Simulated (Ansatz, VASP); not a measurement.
# PbO in VASP and in Ansatz

File INCAR:

```
PREC = Accurate
ENCUT = 520
EDIFF = 1E-7
ISMEAR = 0
SIGMA = 0.02
LREAL = False
LASPH = True
NELM = 100
ALGO = Normal
ISIF = 2
LWAVE = False
LCHARG = False
LDIPOL = True
IDIPOL = 3
DIPOL = 0.5 0.5 0.500
GGA = PE
IVDW = 12
NBANDS = 28
```

Contents of KPOINTS:

```
Automatic mesh
0
Gamma
  6 6 1
```

POSCAR

```
PbO
1.0
    4.2260000000      0.0000000000      0.0000000000
    0.0000000000      4.2260000000      0.0000000000
    0.0000000000      0.0000000000     30.7493267952
Pb O
2 2
Direct
    0.5000000000      0.0000000000      0.4648284983
    0.0000000000      0.5000000000      0.5351715017
    0.0000000000      0.0000000000      0.5000000000
    0.5000000000      0.5000000000      0.5000000000
```

Input for Ansatz:

```yaml
crystal:
  lattice:
    - [4.226, 0.0, 0.0]
    - [0.0, 4.226, 0.0]
    - [0.0, 0.0, 30.7493267952]
  atoms:
    - { symbol: Pb, position: [0.5, 0.0, 0.4648284983] }
    - { symbol: O, position: [0.0, 0.0, 0.5] }
    - { symbol: O, position: [0.5, 0.5, 0.5] }
    - { symbol: Pb, position: [0.0, 0.5, 0.5351715017] }
  periodic: [true, true, false]
basis:
  ecutwfc: 420
kpoints:
  mp_grid: { grid: [6, 6, 1] }
hamiltonian:
  xc: pbe
  dispersion: d3bj
scf:
  occupations: { method: gaussian, width: 0.02 }
output:
  forces: true
  stress: true
  eigenvalues: true
```

Alike in both runs: task single point; functional PBE; dispersion D3(BJ); k mesh 6 × 6 × 1; occupations gaussian, width 0.02 eV; no spin polarisation.

|  | VASP | Ansatz |
| --- | --- | --- |
| version | VASP 6.6.1 | Ansatz 0.2.0 |
| potentials or method | VASP PAW PBE potentials, release 64 (Pb_d, O), cutoff 520 eV | scalar-relativistic, plane waves, PAW |
| valence electrons in the cell | 40 | 40 |

|  | VASP | Ansatz | Ansatz less VASP |
| --- | --- | --- | --- |
| gap on the k mesh at the Fermi level (eV) | 1.99 | 2.01 | +0.018 |
| least direct gap on the mesh (eV) | 2.02 | 2.04 | +0.016 |
| rms of the force components (eV/Å) | 0.185 | 0.172 | -0.0129 |

Neither program's run includes spin-orbit coupling.
